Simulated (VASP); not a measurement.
# H4CO (P2_12_12_1) in VASP: notebook

The runs below take H4CO through single point, with PBE+D3(BJ).

All numbers are computed with VASP 6.6.1; they aren't measurements. Logs are shortened: lines on timing, memory, paths and dates and some standing lists are left out, and cuts for length are marked.

## Step 1: The cell of the first run

It takes space group P2_12_12_1 (No. 19, orthorhombic). Conventional cell: a = 4.538 Å, b = 4.967 Å, c = 8.913 Å, α = 90.00°, β = 90.00°, γ = 90.00°. H (site symmetry 1) has 1 O at 1.00 Å within 1.4 Å. H (site symmetry 1) has 1 C at 1.10 Å within 1.5 Å. Within 1.5 Å of H (site symmetry 1) lie 1 C at 1.10 Å. Within 1.5 Å of H (site symmetry 1) lie 1 C at 1.10 Å. C (site symmetry 1) has 3 H at 1.10 Å and 1 O at 1.43 Å within 1.5 Å. O (site symmetry 1) has 1 H at 1.00 Å and 1 C at 1.43 Å within 1.5 Å.

## Step 2: Single point, PBE+D3(BJ)

Contents of INCAR:

```
SYSTEM = H4CO
ALGO = Normal
EDIFF = 1E-6
ENCUT = 520
GGA = PE
ISIF = 2
ISMEAR = 0
IVDW = 12
LASPH = .TRUE.
LCHARG = .TRUE.
LELF = .TRUE.
LREAL = Auto
LVHAR = .TRUE.
LWAVE = .FALSE.
NBANDS = 46
NELM = 100
PREC = Accurate
SIGMA = 0.1
```

Contents of KPOINTS:

```
k-points
0
G
  4 4 2
  0 0 0
```

Contents of POSCAR:

```
H4CO
1.0
    4.5382355970      0.0000000000      0.0000000000
    0.0000000000      4.9672891406      0.0000000000
    0.0000000000      0.0000000000      8.9132262274
H C O
16 4 4
Direct
    0.5799544780      0.2384373939      0.4807906939
    0.9200455220      0.7615626061      0.9807906939
    0.4200455220      0.7384373939      0.0192093061
    0.0799544780      0.2615626061      0.5192093061
    0.9455135991      0.9147063464      0.2875001502
    0.5544864009      0.0852936536      0.7875001502
    0.0544864009      0.4147063464      0.2124998498
    0.4455135991      0.5852936536      0.7124998498
    0.7408402099      0.7831127031      0.4421963137
    0.7591597901      0.2168872969      0.9421963137
    0.2591597901      0.2831127031      0.0578036863
    0.2408402099      0.7168872969      0.5578036863
    0.5534653603      0.9267335470      0.2845238933
    0.9465346397      0.0732664530      0.7845238933
    0.4465346397      0.4267335470      0.2154761067
    0.0534653603      0.5732664530      0.7154761067
    0.7488510385      0.9436997849      0.3572102445
    0.7511489615      0.0563002151      0.8572102445
    0.2511489615      0.4436997849      0.1427897555
    0.2488510385      0.5563002151      0.6427897555
    0.7669035109      0.2051618428      0.4242360956
    0.7330964891      0.7948381572      0.9242360956
    0.2330964891      0.7051618428      0.0757639044
    0.2669035109      0.2948381572      0.5757639044
```

Potentials or basis: VASP PAW PBE potentials, release 64 (H, C, O).

Run with:

```sh
$ cat potpaw_PBE.64/H/POTCAR potpaw_PBE.64/C/POTCAR potpaw_PBE.64/O/POTCAR > POTCAR
$ mpirun -np 1 vasp_std > vasp.out
```

OUTCAR:

```text
SYSTEM = H4CO
   EDIFF = 1E-6
   ENCUT = 520
   GGA = PE
   ISIF = 2
   ISMEAR = 0
   IVDW = 12
   LASPH = .TRUE.
   LREAL = Auto
   NELM = 100
   PREC = Accurate
 IVDW          = 12

 ion  position               nearest neighbor table
   1  0.580  0.238  0.481-  21 1.00
   2  0.920  0.762  0.981-  22 1.00
   3  0.420  0.738  0.019-  23 1.00
   4  0.080  0.262  0.519-  24 1.00
   5  0.946  0.915  0.288-  17 1.10
   6  0.554  0.085  0.788-  18 1.10
[... 8 lines left out ...]
  15  0.447  0.427  0.215-  19 1.10
  16  0.053  0.573  0.715-  20 1.10
  17  0.749  0.944  0.357-   5 1.10   9 1.10  13 1.10  21 1.43
  18  0.751  0.056  0.857-   6 1.10  10 1.10  14 1.10  22 1.43
  19  0.251  0.444  0.143-   7 1.10  11 1.10  15 1.10  23 1.43
  20  0.249  0.556  0.643-   8 1.10  12 1.10  16 1.10  24 1.43
  21  0.767  0.205  0.424-   1 1.00  17 1.43
  22  0.733  0.795  0.924-   2 1.00  18 1.43
  23  0.233  0.705  0.076-   3 1.00  19 1.43
  24  0.267  0.295  0.576-   4 1.00  20 1.43

  LATTYP: Found a simple orthorhombic cell.
 ALAT       =     4.5382355970
 B/A-ratio  =     1.0945419281
 C/A-ratio  =     1.9640289793

  Lattice vectors:

 A1 = (   4.5382355970,   0.0000000000,   0.0000000000)
 A2 = (   0.0000000000,   4.9672891406,   0.0000000000)
 A3 = (   0.0000000000,   0.0000000000,   8.9132262274)

Analysis of symmetry for initial positions (statically):
=====================================================================
 Subroutine PRICEL returns:
 Original cell was already a primitive cell.

 Routine SETGRP: Setting up the symmetry group for a
 simple orthorhombic supercell.

 Subroutine GETGRP returns: Found  4 space group operations
 (whereof  1 operations were pure point group operations)
 out of a pool of  8 trial point group operations.

The static configuration has the point symmetry C_1 .
 The point group associated with its full space group is D_2 .

Analysis of symmetry for dynamics (positions and initial velocities):
=====================================================================
 Subroutine PRICEL returns:
 Original cell was already a primitive cell.

 Routine SETGRP: Setting up the symmetry group for a
 simple orthorhombic supercell.

 Subroutine GETGRP returns: Found  4 space group operations
 (whereof  1 operations were pure point group operations)
 out of a pool of  8 trial point group operations.

The dynamic configuration has the point symmetry C_1 .
 The point group associated with its full space group is D_2 .

 Subroutine INISYM returns: Found  4 space group operations
 (whereof  1 operations are pure point group operations),
 and found     1 'primitive' translations

----------------------------------------------------------------------------------------

                                     Primitive cell

  volume of cell :     200.9284

  direct lattice vectors                    reciprocal lattice vectors
     4.538235597  0.000000000  0.000000000     0.220349953  0.000000000  0.000000000
     0.000000000  4.967289141  0.000000000     0.000000000  0.201317051  0.000000000
     0.000000000  0.000000000  8.913226227     0.000000000  0.000000000  0.112192822

  length of vectors
     4.538235597  4.967289141  8.913226227     0.220349953  0.201317051  0.112192822

  position of ions in fractional coordinates (direct lattice)
     0.579954478  0.238437394  0.480790694
     0.920045522  0.761562606  0.980790694
     0.420045522  0.738437394  0.019209306
     0.079954478  0.261562606  0.519209306
     0.945513599  0.914706346  0.287500150
     0.554486401  0.085293654  0.787500150
[... 16 lines left out ...]
     0.233096489  0.705161843  0.075763904
     0.266903511  0.294838157  0.575763904

  ion indices of the primitive-cell ions
   primitive index   ion index
                 1           1
                 2           2
                 3           3
                 4           4
                 5           5
                 6           6
[... 16 lines left out ...]
                23          23
                24          24

----------------------------------------------------------------------------------------

 KPOINTS: k-points

Automatic generation of k-mesh.
 Grid dimensions read from file:
 generate k-points for:    4    4    2

 Generating k-lattice:

  Cartesian coordinates                     Fractional coordinates (reciprocal lattice)
     0.055087488  0.000000000  0.000000000     0.250000000  0.000000000  0.000000000
     0.000000000  0.050329263  0.000000000     0.000000000  0.250000000  0.000000000
     0.000000000  0.000000000  0.056096411     0.000000000  0.000000000  0.500000000

  Length of vectors
     0.055087488  0.050329263  0.056096411

  Shift w.r.t. Gamma in fractional coordinates (k-lattice)
     0.000000000  0.000000000  0.000000000

 Subroutine IBZKPT returns following result:
 ===========================================

 Found     18 irreducible k-points:

 Following reciprocal coordinates:
            Coordinates               Weight
  0.000000  0.000000  0.000000      1.000000
  0.250000  0.000000  0.000000      2.000000
  0.500000  0.000000  0.000000      1.000000
  0.000000  0.250000  0.000000      2.000000
  0.250000  0.250000  0.000000      4.000000
  0.500000  0.250000  0.000000      2.000000
[... 10 lines left out ...]
  0.250000  0.500000  0.500000      2.000000
  0.500000  0.500000  0.500000      1.000000
   k-points           NKPTS =     18   k-points in BZ     NKDIM =     18   number of bands    NBANDS=     46
   number of dos      NEDOS =    301   number of ions     NIONS =     24
   total plane-waves  NPLWV = 100800
   dimension x,y,z NGX =    36 NGY =   40 NGZ =   70
   dimension x,y,z NGXF=    72 NGYF=   80 NGZF=  140
   ions per type =              16   4   4
   NGX,Y,Z   is equivalent  to a cutoff of  13.19, 13.39, 13.06 a.u.
   NGXF,Y,Z  is equivalent  to a cutoff of  26.38, 26.77, 26.11 a.u.
 SYSTEM =  H4CO
   PREC   = accura    normal or accurate (medium, high low for compatibility)
   ISTART =      0    job   : 0-new  1-cont  2-samecut
   ICHARG =      2    charge: 1-file 2-atom 10-const
   ISPIN  =      1    spin polarized calculation?
   LNONCOLLINEAR =      F non collinear calculations
   LSORBIT =      F    spin-orbit coupling
   LASPH  =      T    aspherical Exc in radial PAW
   ENCUT  =  520.0 eV  38.22 Ry    6.18 a.u.   8.44  9.24 16.57*2*pi/ulx,y,z
   NELM   =    100;   NELMIN=  2; NELMDL= -5     # of ELM steps
   EDIFF  = 0.1E-05   stopping-criterion for ELM
   LREAL  =      T    real-space projection
   EDIFFG = 0.1E-04   stopping-criterion for IOM
   NSW    =      0    number of steps for IOM
   IBRION =     -1    ionic relax: 0-MD 1-quasi-New 2-CG
   NFREE  =      0    steps in history (QN), initial steepest desc. (CG)
   ISIF   =      2    stress and relaxation
   ISYM   =      2    0-nonsym 1-usesym 2-fastsym
   POTIM  = 0.5000    time-step for ionic-motion
   TEBEG  =    0.0;   TEEND  =   0.0 temperature during run
   PSTRESS=    0.0 pullay stress
   NELECT =      56.0000    total number of electrons
   NUPDOWN=      -1.0000    fix difference up-down
   EMIN   =  10.00;   EMAX   =-10.00  energy-range for DOS
   EFERMI =   0.00;   METHOD = LEGACY
   ISMEAR =     0;   SIGMA  =   0.10  broadening in eV -4-tet -1-fermi 0-gaus
   EFERMI_NEDOS =   21; number of points for ismear=-14 and -15
   IALGO  =     38    algorithm
   IMIX   =      4    mixing-type and parameters
     AMIX     =   0.40;   BMIX     =  1.00
     AMIX_MAG =   1.60;   BMIX_MAG =  1.00
  volume/ion in A,a.u.               =       8.37        56.50
  Fermi-wavevector in a.u.,A,eV,Ry     =   1.069359  2.020796 15.558665  1.143530
  Thomas-Fermi vector in A             =   2.205036
   LORBIT       =      0    0 simple, 1 ext, 2 COOP (PROOUT), +10 PAW based schemes
   GGA     = PE    functional components
   LHFCALC =     F    Hartree Fock is set to
   AEXX    =    0.0000 exact exchange contribution
   IVDW    =    12    specifies the selected vdW correction
   LEPSILON=     F    determine dielectric tensor
   LRPA    =     F    only Hartree local field effects (RPA)
 non-spin polarized calculation
 Gauss-broadening in eV      SIGMA  =   0.10
  energy-cutoff  :      520.00
  volume of cell :      200.93
 maximum number of plane-waves:      5439
 NGX is ok and might be reduce to    36
   NGX = 17   NGY = 19   NGZ = 33

 number of electron      56.0000002 magnetization

 Free energy of the ion-electron system (eV)
  ---------------------------------------------------
  ext. energy  EPLUGINS =         0.00000000
  ---------------------------------------------------
  free energy    TOTEN  =      -122.39566562 eV

  energy without entropy =     -122.39566562  energy(sigma->0) =     -122.39566562

 E-fermi :  -1.7064     XC(G=0):  -7.5804

 val. band max:       -2.2037024911   @ k =   0.2500   0.2500   0.0000
 cond. band min:       3.3995427144   @ k =   0.0000   0.5000   0.0000
 fundamental gap:      5.6032452055
 Fermi energy:        -1.7064234890

 k-point     1 :       0.0000    0.0000    0.0000
  band No.  band energies     occupation
      1     -21.8228      2.00000
      2     -21.7816      2.00000
      3     -21.0515      2.00000
      4     -21.0168      2.00000
      5     -12.9574      2.00000
      6     -12.7952      2.00000
[... 32 lines left out ...]
     39       7.9681      0.00000
     40       8.4523      0.00000

 k-point     2 :       0.2500    0.0000    0.0000
  band No.  band energies     occupation
      1     -21.7110      2.00000
      2     -21.6780      2.00000
      3     -21.1615      2.00000
      4     -21.1415      2.00000
      5     -12.8691      2.00000
      6     -12.7720      2.00000
[... 32 lines left out ...]
     39       8.0895      0.00000
     40       8.4248      0.00000

 k-point     3 :       0.5000    0.0000    0.0000
  band No.  band energies     occupation
      1     -21.4328      2.00000
      2     -21.4328      2.00000
      3     -21.4232      2.00000
      4     -21.4232      2.00000
      5     -12.7466      2.00000
      6     -12.7466      2.00000
[... 32 lines left out ...]
     39       8.0651      0.00000
     40       8.0651      0.00000

 k-point     4 :       0.0000    0.2500    0.0000
  band No.  band energies     occupation
      1     -21.8098      2.00000
      2     -21.7806      2.00000
      3     -21.0461      2.00000
      4     -21.0215      2.00000
      5     -12.9365      2.00000
      6     -12.8199      2.00000
[... 32 lines left out ...]
     39       8.0534      0.00000
     40       8.4384      0.00000
[... 514 lines left out ...]
     39       8.3441      0.00000
     40       8.3441      0.00000

 k-point    17 :       0.2500    0.5000    0.5000
  band No.  band energies     occupation
      1     -21.6821      2.00000
      2     -21.6821      2.00000
      3     -21.1484      2.00000
      4     -21.1484      2.00000
      5     -12.8125      2.00000
      6     -12.8125      2.00000
[... 32 lines left out ...]
     39       8.1438      0.00000
     40       8.1438      0.00000

 k-point    18 :       0.5000    0.5000    0.5000
  band No.  band energies     occupation
      1     -21.4198      2.00000
      2     -21.4198      2.00000
      3     -21.4198      2.00000
      4     -21.4198      2.00000
      5     -12.8055      2.00000
      6     -12.8055      2.00000
[... 32 lines left out ...]
     39       7.9957      0.00000
     40       7.9957      0.00000
 [bands above 40 left out]

------------------------ aborting loop because EDIFF is reached ----------------------------------------

 Edisp (eV)   -1.08631

 E8    (eV) :    -0.2337

  FORCE on cell =-STRESS in cart. coord.  units (eV):
  Direction    XX          YY          ZZ          XY          YZ          ZX
  --------------------------------------------------------------------------------------
  -------------------------------------------------------------------------------------
  Total      -0.40121     0.40225    -0.04182     0.00000     0.00000     0.00000
  in kB      -3.19923     3.20748    -0.33347     0.00000     0.00000     0.00000
  external pressure =       -0.11 kB  Pullay stress =        0.00 kB

 VOLUME and BASIS-vectors are now :
 -----------------------------------------------------------------------------
  energy-cutoff  :      520.00
  volume of cell :      200.93
      direct lattice vectors                 reciprocal lattice vectors
     4.538235597  0.000000000  0.000000000     0.220349953  0.000000000  0.000000000
     0.000000000  4.967289141  0.000000000     0.000000000  0.201317051  0.000000000
     0.000000000  0.000000000  8.913226227     0.000000000  0.000000000  0.112192822

 POSITION                                       TOTAL-FORCE (eV/Angst)
 -----------------------------------------------------------------------------------
      2.63197      1.18439      4.28540        -0.116536      0.046536      0.076894
      4.17538      3.78290      8.74201         0.116536     -0.046536      0.076894
      1.90627      3.66803      0.17122         0.116536      0.046536     -0.076894
      0.36285      1.29926      4.62783        -0.116536     -0.046536     -0.076894
      4.29096      4.54361      2.56255         0.004127     -0.002365     -0.007806
      2.51639      0.42368      7.01917        -0.004127      0.002365     -0.007806
[... 16 lines left out ...]
      1.05785      3.50274      0.67530        -0.105005      0.102326     -0.031925
      1.21127      1.46455      5.13191         0.105005     -0.102326     -0.031925
 -----------------------------------------------------------------------------------
    total drift:                                0.000000     -0.000000      0.000000

  FREE ENERGIE OF THE ION-ELECTRON SYSTEM (eV)
  ---------------------------------------------------
  free  energy   TOTEN  =      -123.4819740879 eV

  energy  without entropy=     -123.4819740879  energy(sigma->0) =     -123.48197409
```

It took 7.3 min on 1 thread of Oxide Virtual Turin-like, shared host; peak memory 0.31 GiB.

Results:

| Property | Result |
| --- | --- |
| Free energy | -123.4820 eV |
| Pressure | 0.0 GPa |
| Largest force | 0.150 eV/Å |
| Band gap on the k mesh | 5.60 eV (least direct gap 5.66 eV) |
| Dispersion energy per atom | -0.045 eV |

Forces in eV/Å, atoms in the order of the input:
```
H   -0.117  0.047  0.077
H    0.117 -0.047  0.077
H    0.117  0.047 -0.077
H   -0.117 -0.047 -0.077
H    0.004 -0.002 -0.008
H   -0.004  0.002 -0.008
H   -0.004 -0.002  0.008
H    0.004  0.002  0.008
H    0.002 -0.004  0.008
H   -0.002  0.004  0.008
H   -0.002 -0.004 -0.008
H    0.002  0.004 -0.008
H    0.002  0.005  0.006
H   -0.002 -0.005  0.006
H   -0.002  0.005 -0.006
H    0.002 -0.005 -0.006
C    0.001 -0.117 -0.075
C   -0.001  0.117 -0.075
C   -0.001 -0.117  0.075
C    0.001  0.117  0.075
O    0.105  0.102  0.032
O   -0.105 -0.102  0.032
O   -0.105  0.102 -0.032
O    0.105 -0.102 -0.032
```

Stress tensor (GPa, compression positive):
```
-0.32  0.00  0.00
 0.00  0.32  0.00
 0.00  0.00 -0.03
```

A k mesh can miss the band edges. A hybrid or GW would open this gap; PBE tends to underestimate it.

(Continued in part 2 of 2.)
